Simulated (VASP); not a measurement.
## La: single point with PBE

La:

```
CELL_PARAMETERS angstrom
2.90742 0.00000 0.00000
-1.45371 2.51790 0.00000
0.00000 0.00000 4.90062
ATOMIC_POSITIONS crystal
La 0.33333 0.66667 0.25000
La 0.66667 0.33333 0.75000
```

```yaml
Program: VASP 6.6.1
Task: single point
Functional: PBE
Potentials_or_basis: VASP PAW PBE potentials, release 64 (La)
Cutoff: 520 eV
k_mesh: 15 × 15 × 8
Occupations: fermi-dirac, width 0.05 eV
Spin: no spin polarisation
```

```json
{"Pressure": "65.1 GPa", "Band gap on the k mesh": "zero (bands 11 and 12 overlap by 4.01 eV)"}
```

Stress tensor (GPa, compression positive):
```
65.01  0.00  0.00
 0.00 65.01  0.00
 0.00  0.00 65.22
```

Levels at points of the mesh, in eV from the Fermi level:
```
           k point  band 7  band 8  band 9  band 10  band 11  band 12  band 13  band 14  band 15  band 16
(0.00, 0.00, 0.00)  -12.47  -12.47   -2.11     0.09     0.40     1.46     1.52     1.52     1.84     2.31
(0.00, 0.00, 0.50)  -12.96  -12.96   -1.02    -1.02     0.93     0.93     1.62     1.62     1.62     1.62
```

Run time: 37 s on 1 thread of Intel(R) Xeon(R) 6975P-C (Granite Rapids), with other jobs on the host, peak memory 0.23 GiB.

Caveat: the cell stands under pressure; spin-orbit coupling is left out, which moves the levels of the heavy elements.
